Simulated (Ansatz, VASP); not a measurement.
## Al3FeCo2: VASP beside Ansatz

File INCAR:

```
SYSTEM = Al3FeCo2
PREC = Accurate ; ENCUT = 600
EDIFF = 1E-7 ; ISMEAR = 0
SIGMA = 0.1 ; LREAL = .False.
LASPH = .True. ; NELM = 200
ALGO = Normal ; ISIF = 3
LWAVE = .False. ; LCHARG = .False.
ISPIN = 2 ; MAGMOM = 0 0 0 0.49 0 0
LORBIT = 11 ; LMAXMIX = 4
GGA = PE ; IBRION = 2
NSW = 100 ; EDIFFG = -0.01
GGA_COMPAT = .False. ; NELMIN = 4
KPAR = 4
```

The input KPOINTS:

```
Automatic mesh
0
Gamma
  14 14 6
  0 0 0
```

The input POSCAR:

```
Al3FeCo2
1.0
    2.8569349338      0.0000000000      0.0000000000
    0.0000000000      2.8569349338      0.0000000000
    0.0000000000      0.0000000000      8.5775081828
Al Fe Co
3 1 2
Direct
    0.0000000000      0.0000000000      0.8355230081
    0.0000000000      0.0000000000      0.1644769919
    0.0000000000      0.0000000000      0.5000000000
    0.5000000000      0.5000000000      0.0000000000
    0.5000000000      0.5000000000      0.3346652780
    0.5000000000      0.5000000000      0.6653347220
```

Input for Ansatz:

```yaml
crystal:
  lattice:
    - [2.8569349338, 0.0, 0.0]
    - [0.0, 2.8569349338, 0.0]
    - [0.0, 0.0, 8.5775081828]
  atoms:
    - { symbol: Al, position: [0.0, 0.0, 0.8355230081] }
    - { symbol: Al, position: [0.0, 0.0, 0.1644769919] }
    - { symbol: Al, position: [0.0, 0.0, 0.5] }
    - { symbol: Fe, position: [0.5, 0.5, 0.0], spin: 0.49 }
    - { symbol: Co, position: [0.5, 0.5, 0.334665278] }
    - { symbol: Co, position: [0.5, 0.5, 0.665334722] }
basis:
  ecutwfc: 420
kpoints:
  mp_grid: { grid: [14, 14, 6] }
hamiltonian:
  xc: pbe
scf:
  occupations: { method: gaussian, width: 0.1 }
output:
  forces: true
  stress: true
  eigenvalues: true
  populations: true
magnetization:
  spin_polarized: true
relax:
  adjacent_minimum: "off"
  f_tol: 0.01
  max_steps: 80
  cell: { stress_tol: 0.05 }
```

Alike in both runs: task relaxation of cell and atoms; functional PBE; k mesh 14 × 14 × 6; occupations gaussian, width 0.1 eV; collinear spin.

|  | VASP | Ansatz |
| --- | --- | --- |
| version | VASP 6.6.1 | Ansatz 0.2.0 |
| potentials or method | VASP PAW PBE potentials, release 64 (Al, Fe, Co), cutoff 600 eV | scalar-relativistic, plane waves, PAW |
| valence electrons in the cell | 35 | 59 |

```tsv
	VASP	Ansatz	Ansatz less VASP
gap on the k mesh at the Fermi level, each at its own relaxed structure (eV)	none	none	-
net moment per atom (μB)	0.06	0.06	+0.002
size of the moment on the site where the two differ most (μB)	0.43	0.44	+0.006
relaxed volume (Å³/atom)	11.67	11.67	+0.002
relaxed length of the cell vector where the two differ most in proportion (Å)	8.587	8.587	+0.0007
```

Site moments also hang on the region over which each program counts them. A gap of «none» marks a metal or a gap that the smearing closes. VASP's potentials hold 35 valence electrons a cell and Ansatz's 59, so a difference there can come from the potentials and not from the codes.
